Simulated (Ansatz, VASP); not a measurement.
**Tl in VASP and in Ansatz**

```
Tl
1.0
     1.79955    1.03897    5.31431
    -1.79955    1.03897    5.31431
     0.00000   -2.07794    5.31431
Tl
2
Direct
  0.25000 0.25000 0.25000
  0.75000 0.75000 0.75000
```

Alike in both runs: functional r2SCAN; k mesh 6 × 6 × 6; occupations gaussian, width 0.1 eV; no spin polarisation.

Ansatz relaxed the structure, and its values are those at the end. VASP's run is a single point on that final structure, the one shown.

```csv
,VASP,Ansatz
version,VASP 6.6.1,Ansatz 0.2.0
potentials or method,"VASP PAW PBE potentials, release 64 (Tl_d), cutoff 520 eV","scalar-relativistic, plane waves, PAW"
valence electrons in the cell,26,26
```

```csv
,VASP,Ansatz,Ansatz less VASP
gap on the k mesh at the Fermi level (eV),none,none,-
pressure (GPa),0.2,0.2,+0.05
```

VASP's potentials were made for PBE, not for r2SCAN. A gap of «none» marks a metal or a gap that the smearing closes.

Spin-orbit coupling is off throughout.
